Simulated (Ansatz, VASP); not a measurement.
**One calculation of Ge, two programs**

```
Ge
1.0
     4.05782    0.00000    0.00000
    -2.02891    3.51418    0.00000
     0.00000    0.00000    6.69500
Ge
4
Cartesian
  2.0289 1.1714 0.4208
  0.0000 2.3428 3.7683
  2.0289 1.1714 2.9267
  0.0000 2.3428 6.2742
```

Alike in both runs: task relaxation of cell and atoms; functional PBE; k mesh 15 × 15 × 8; occupations gaussian, width 0.1 eV; no spin polarisation.

```csv
,VASP,Ansatz
version,VASP 6.6.1,Ansatz 0.2.0
potentials or method,"VASP PAW PBE potentials, release 64 (Ge_d), cutoff 600 eV","scalar-relativistic, plane waves, PAW"
valence electrons in the cell,56,56
```

Ansatz gave:

* gap on the k mesh at the Fermi level, each at its own relaxed structure (eV): none
* relaxed volume (Å³/atom): 23.87
* relaxed length of the cell vector where the two differ most in proportion (Å): 4.058

Task: Which values does VASP return?

Result: gap on the k mesh at the Fermi level, each at its own relaxed structure (eV): none; relaxed volume (Å³/atom): 23.85; relaxed length of the cell vector where the two differ most in proportion (Å): 4.057.

A gap of «none» marks a metal or a gap that the smearing closes.
